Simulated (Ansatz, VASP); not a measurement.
NiO2 in VASP and in Ansatz

```
Ni O
1.0
     2.89406    0.00000    0.00000
    -1.44703    2.50633    0.00000
     0.00000    0.00000    3.83319
Ni O
1 2
Direct
  0.00000 0.00000 0.50000
  0.66667 0.33333 0.74240
  0.33333 0.66667 0.25760
```

Alike in both runs: task single point; functional LDA; k mesh 12 × 12 × 6; occupations gaussian, width 0.05 eV; no spin polarisation.

```csv
,VASP,Ansatz
version,VASP 6.6.1,Ansatz 0.2.0
potentials or method,"VASP PAW LDA potentials, release 64 (Ni, O), cutoff 520 eV","scalar-relativistic, plane waves, PAW"
valence electrons in the cell,22,30
```

Ansatz gave:

- gap on the k mesh at the Fermi level (eV): 0.36
- least direct gap on the mesh (eV): 0.72
- pressure (GPa): -20.5
- traceless stress, the component that is largest in VASP (GPa): 10.99
- rms of the force components (eV/Å): 0.584

Task: Estimate VASP's values.

Result: gap on the k mesh at the Fermi level (eV): 0.31; least direct gap on the mesh (eV): 0.67; pressure (GPa): -19.8; traceless stress, the component that is largest in VASP (GPa): 10.36; rms of the force components (eV/Å): 0.548.

LDA's correlation is that of Perdew and Zunger in VASP and of Perdew and Wang (1992) in Ansatz. Atom by atom the forces differ by 0.036 eV/Å (rms over components). VASP's potentials hold 22 valence electrons a cell and Ansatz's 30, so a difference there can come from the potentials and not from the codes.
